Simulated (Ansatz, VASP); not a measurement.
## K: VASP beside Ansatz

```
K
1.0
     4.77886    0.00000    0.00000
    -2.38943    4.13862    0.00000
     0.00000    0.00000    7.79174
K
2
Direct
  0.33333 0.66667 0.25000
  0.66667 0.33333 0.75000
```

Alike in both runs: task single point; functional PBE; k mesh 13 × 13 × 7; occupations fermi-dirac, width 0.1 eV; no spin polarisation.

```csv
,VASP,Ansatz
version,VASP 6.6.1,Ansatz 0.2.0
potentials or method,"VASP PAW PBE potentials, release 64 (K_sv), cutoff 520 eV","plane waves (420 eV) with PAW, scalar-relativistic"
valence electrons in the cell,18,18
```

|  | VASP | Ansatz | Ansatz less VASP |
| --- | --- | --- | --- |
| pressure (GPa) | -0.1 | -0.1 | +0.01 |
